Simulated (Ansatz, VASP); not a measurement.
**Mg: VASP beside Ansatz**

Contents of INCAR:

```
PREC     = Accurate       # precision mode
ENCUT    = 750            # plane-wave cutoff, eV
EDIFF    = 1E-7           # SCF threshold, eV
ISMEAR   = 0              # smearing method
SIGMA    = 0.05           # smearing width, eV
LREAL    = F              # projectors in reciprocal space
LASPH    = T              # aspherical terms in the spheres
NELM     = 120            # most SCF steps
ALGO     = Normal         # electronic algorithm
ISIF     = 3              # what is computed and relaxed
LWAVE    = F              # write WAVECAR
LCHARG   = F              # write CHGCAR
IBRION   = 2              # ionic algorithm
NSW      = 80             # ionic steps
EDIFFG   = -0.01          # ionic threshold
GGA_COMPAT= F            
NELMIN   = 4
```

The input KPOINTS:

```
regular mesh
0
Gamma
  16 16 8
```

POSCAR

```
Mg
1.0
    3.2100000000      0.0000000000      0.0000000000
   -1.6050000000      2.7799415461      0.0000000000
    0.0000000000      0.0000000000      5.2130400000
Mg
2
Direct
    0.3333333333      0.6666666667      0.7500000000
    0.6666666667      0.3333333333      0.2500000000
```

Input for Ansatz:

```yaml
crystal:
  lattice:
    - [3.21, 0.0, 0.0]
    - [-1.605, 2.7799415461, 0.0]
    - [0.0, 0.0, 5.21304]
  atoms:
    - { symbol: Mg, position: [0.3333333333, 0.6666666667, 0.75] }
    - { symbol: Mg, position: [0.6666666667, 0.3333333333, 0.25] }
basis:
  ecutwfc: 420
  ecutrho_ratio: 4
kpoints:
  mp_grid: { grid: [16, 16, 8] }
hamiltonian:
  xc: lda
scf:
  occupations: { method: gaussian, width: 0.05 }
output:
  forces: true
  stress: true
  eigenvalues: true
relax:
  f_tol: 0.01
  max_steps: 60
  cell: { stress_tol: 0.15 }
```

Alike in both runs: task relaxation of cell and atoms; functional LDA; k mesh 16 × 16 × 8; occupations gaussian, width 0.05 eV; no spin polarisation.

```csv
,VASP,Ansatz
version,VASP 6.6.1,Ansatz 0.2.0
potentials or method,"VASP PAW LDA potentials, release 64 (Mg_sv), cutoff 750 eV","scalar-relativistic, plane waves, PAW"
valence electrons in the cell,20,20
```

Ansatz gave:

* relaxed volume (Å³/atom): 21.57
* relaxed length of the cell vector where the two differ most in proportion (Å): 5.054

Task: Which values does VASP return?

Result: Relaxed volume (Å³/atom): 21.38; relaxed length of the cell vector where the two differ most in proportion (Å): 5.038.

LDA's correlation is that of Perdew and Zunger in VASP and of Perdew and Wang (1992) in Ansatz.
